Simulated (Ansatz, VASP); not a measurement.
## One calculation of TaN, two programs

The input POSCAR:

```
TaN
1.0
    5.1910000000      0.0000000000      0.0000000000
   -2.5955000000      4.4955378700      0.0000000000
    0.0000000000      0.0000000000      2.9080000000
Ta N
3 3
Direct
    0.0000000000      0.0000000000      0.0000000000
    0.3333333300      0.6666666700      0.5000000000
    0.6666666700      0.3333333300      0.5000000000
    0.5000000000      0.0000000000      0.0000000000
    0.5000000000      0.5000000000      0.0000000000
    0.0000000000      0.5000000000      0.0000000000
```

Contents of INCAR.step1:

```
SYSTEM = TaN
ALGO = Normal ; EDIFF = 1E-4
ENCUT = 520 ; GGA = PE
ISMEAR = -1 ; LASPH = .TRUE.
LCHARG = .FALSE. ; LREAL = .FALSE.
LWAVE = .TRUE. ; NBANDS = 33
NELM = 100 ; PREC = Accurate
SIGMA = 0.1
```

File INCAR.step2:

```
SYSTEM = TaN
ALGO = Normal ; EDIFF = 1E-7
ENCUT = 520 ; ISIF = 2
ISMEAR = -1 ; ISTART = 1
LASPH = .TRUE. ; LCHARG = .TRUE.
LELF = .TRUE. ; LMIXTAU = .TRUE.
LREAL = .FALSE. ; LVHAR = .TRUE.
LWAVE = .FALSE. ; METAGGA = R2SCAN
NBANDS = 33 ; NELM = 100
PREC = Accurate ; SIGMA = 0.1
```

The input KPOINTS:

```
k-points
0
G
  4 4 6
  0 0 0
```

Input for Ansatz:

```yaml
crystal:
  lattice:
    - [5.191, 0.0, 0.0]
    - [-2.5955, 4.49553787, 0.0]
    - [0.0, 0.0, 2.908]
  atoms:
    - { symbol: Ta, position: [0.0, 0.0, 0.0] }
    - { symbol: Ta, position: [0.33333333, 0.66666667, 0.5] }
    - { symbol: Ta, position: [0.66666667, 0.33333333, 0.5] }
    - { symbol: "N", position: [0.5, 0.0, 0.0] }
    - { symbol: "N", position: [0.5, 0.5, 0.0] }
    - { symbol: "N", position: [0.0, 0.5, 0.0] }
basis:
  ecutwfc: 500.0
kpoints:
  mp_grid:
    grid: [4, 4, 6]
    shift: [0.0, 0.0, 0.0]
hamiltonian:
  xc: r2scan
scf:
  occupations:
    method: fermi_dirac
output:
  forces: true
  stress: true
```

Alike in both runs: task single point; functional r2SCAN; k mesh 4 × 4 × 6; no spin polarisation.

|  | VASP | Ansatz |
| --- | --- | --- |
| version | VASP 6.6.1 | Ansatz 0.2.0 |
| potentials or method | VASP PAW PBE potentials, release 64 (Ta_pv, N), cutoff 520 eV | plane waves, PAW |
| occupations | fermi-dirac, width 0.1 eV | fermi-dirac |
| valence electrons in the cell | 48 | 54 |

|  | VASP | Ansatz | Ansatz less VASP |
| --- | --- | --- | --- |
| pressure (GPa) | 7.1 | 5.3 | -1.77 |
| traceless stress, the component that is largest in VASP (GPa) | -1.89 | -2.10 | -0.214 |

VASP's potentials were made for PBE, not for r2SCAN. VASP's potentials hold 48 valence electrons a cell and Ansatz's 54, so a difference there can come from the potentials and not from the codes.

The k mesh is coarse, so the values compare programs but aren't converged. Spin-orbit coupling is off throughout.
